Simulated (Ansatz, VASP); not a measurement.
## Ga: VASP beside Ansatz

```xyz
6
Lattice="-2.9555 2.9555 2.9555 2.9555 -2.9555 2.9555 2.9555 2.9555 -2.9555" Properties=species:S:1:pos:R:3 pbc="T T T"
Ga    2.2166    0.0000    1.4778
Ga    1.4778    2.2166    0.0000
Ga    0.7389    0.0000    4.4333
Ga    4.4333    0.7389    0.0000
Ga    0.0000    1.4778    2.2166
Ga    0.0000    4.4333    0.7389
```

Alike in both runs: task single point; functional PBEsol; k mesh 6 × 6 × 6; occupations fermi-dirac, width 0.15 eV; no spin polarisation.

|  | VASP | Ansatz |
| --- | --- | --- |
| version | VASP 6.6.1 | Ansatz 0.2.0 |
| potentials or method | VASP PAW PBE potentials, release 64 (Ga_d), cutoff 520 eV | plane waves, PAW |
| valence electrons in the cell | 78 | 78 |

|  | VASP | Ansatz | Ansatz less VASP |
| --- | --- | --- | --- |
| pressure (GPa) | 2.0 | 1.9 | -0.17 |

VASP's potentials were made for PBE, not for PBEsol.
